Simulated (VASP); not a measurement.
The system is LiCl.

```
Li Cl
1.0
     4.84559   -1.70877    0.00000
     4.84559    1.70877    0.00000
    -1.43315    0.00000    3.96815
Li Cl
2 2
Cartesian
  -0.2826 0.0000 3.7823
  8.5406 0.0000 0.1859
  2.8116 0.0000 1.3136
  5.4465 0.0000 2.6545
```

```yaml
Program: VASP 6.6.1
Task: relaxation of cell and atoms
Functional: PBEsol
Potentials_or_basis: VASP PAW PBE potentials, release 64 (Li_sv, Cl)
Cutoff: 600 eV
k_mesh: 6 × 6 × 6
Occupations: fermi-dirac, width 0.03 eV
Spin: no spin polarisation
```

At the start: pressure 8.4 GPa; volume 16.43 Å³/atom.

Q: Where does the relaxation end?

A: Over 33 steps the energy falls by 472.6 meV/atom and the volume is 17.52 Å³/atom (+6.7 %); space group C2/m (No. 12, to 0.1 Å) before and after.

Step by step:
| step | energy change (eV) | largest force (eV/Å) | pressure (GPa) | volume (Å³) |
| --- | --- | --- | --- | --- |
| 1 | 0.0000 | 0.9447 | 8.41 | 65.71 |
| 2 | -0.4960 | 0.9977 | 2.95 | 74.21 |
| 3 | -0.7799 | 1.0142 | -1.07 | 86.19 |
| 4 | -0.8090 | 1.0095 | -2.02 | 90.92 |
| 5 | -1.0438 | 0.7155 | -1.13 | 90.01 |
| 6 | -1.1982 | 0.5143 | 0.35 | 88.59 |
| 7 | -1.2119 | 0.5833 | 1.05 | 87.94 |
| 8 | -1.3457 | 0.3741 | -0.28 | 90.59 |
| 9 | -1.3900 | 0.1985 | -1.37 | 93.26 |
| 10 | -1.4509 | 0.2586 | -0.69 | 88.85 |
| 11 | -1.4751 | 0.4566 | 0.27 | 84.13 |
| 12 | -1.5445 | 0.4911 | -0.27 | 81.78 |
| 13 | -1.5857 | 0.5763 | -0.68 | 77.58 |
| 14 | -1.6450 | 0.5412 | -0.22 | 75.02 |
| 15 | -1.6730 | 0.4118 | 1.07 | 71.50 |
| 16 | -1.7553 | 0.3222 | 0.71 | 72.07 |
| 17 | -1.8132 | 0.3085 | 0.43 | 72.91 |
| 18 | -1.8465 | 0.1923 | -0.47 | 73.96 |
| 19 | -1.8549 | 0.1234 | -1.10 | 74.80 |
| 20 | -1.8762 | 0.1013 | -0.33 | 72.47 |
| 21 | -1.8797 | 0.0906 | 0.22 | 71.05 |
| 22 | -1.8866 | 0.0589 | 0.11 | 70.90 |
| 23 | -1.8884 | 0.0398 | 0.02 | 70.75 |
| 24 | -1.8885 | 0.0409 | 0.03 | 70.77 |
| 25 | -1.8893 | 0.0246 | -0.06 | 70.84 |
| 26 | -1.8893 | 0.0244 | -0.07 | 70.85 |
| 27 | -1.8896 | 0.0112 | 0.02 | 70.63 |
| 28 | -1.8897 | 0.0114 | 0.09 | 70.45 |
| 29 | -1.8899 | 0.0150 | 0.02 | 70.52 |
| 30 | -1.8900 | 0.0181 | -0.04 | 70.58 |
| 31 | -1.8901 | 0.0168 | -0.04 | 70.50 |
| 32 | -1.8903 | 0.0106 | -0.02 | 70.25 |
| 33 | -1.8904 | 0.0066 | 0.05 | 70.08 |

Final structure:
```
Li Cl
1.0
     6.58389   -1.73088    0.10151
     6.58389    1.73088    0.10151
    -1.73839    0.00000    3.04809
Li Cl
2 2
Cartesian
  1.9107 0.0000 0.2517
  9.5187 0.0000 2.9994
  3.9903 0.0000 1.4898
  7.4391 0.0000 1.7614
```

Caveat: the cutoff is under 1.25 times the usual one of these potentials, so pressure, stress and relaxed cells hold a basis-set (Pulay) error; a cell axis changed by over 15 % at a fixed basis, so the end point is rough; the PAW data sets were made with another functional, which shifts forces and pressure a little.
